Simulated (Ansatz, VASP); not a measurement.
## One calculation of H3Pt2, two programs

```xyz
5
Lattice="2.8169 0.0000 0.0000 -1.4084 2.4395 0.0000 0.0000 0.0000 7.9313" Properties=species:S:1:pos:R:3 pbc="T T T"
H     0.0000    0.0000    0.0000
H     0.0000    1.6263    2.3170
H     1.4084    0.8132    5.6143
Pt    0.0000    1.6263    6.5147
Pt    1.4084    0.8132    1.4167
```

Change from the starting cell: species swapped into the Al3Cu2 type (P-3m1, No. 164).

Alike in both runs: functional PBE; k mesh 6 × 6 × 4; occupations gaussian, width 0.1 eV; no spin polarisation.

Ansatz relaxed the structure, and its values are those at the end. VASP's run is a single point on that final structure, the one shown.

|  | VASP | Ansatz |
| --- | --- | --- |
| version | VASP 6.6.1 | Ansatz 0.2.0 |
| potentials or method | VASP PAW PBE potentials, release 64 (H, Pt), cutoff 520 eV | scalar-relativistic, plane waves, PAW |
| valence electrons in the cell | 23 | 39 |

|  | VASP | Ansatz | Ansatz less VASP |
| --- | --- | --- | --- |
| gap on the k mesh at the Fermi level (eV) | none | none | - |
| pressure (GPa) | -0.1 | 0.1 | +0.24 |
| rms of the force components (eV/Å) | 0.006 | 0.002 | -0.0043 |

A gap of «none» marks a metal or a gap that the smearing closes. VASP's potentials hold 23 valence electrons a cell and Ansatz's 39, so a difference there can come from the potentials and not from the codes.

The k mesh is coarse, so the values compare programs but aren't converged. Neither program's run includes spin-orbit coupling.
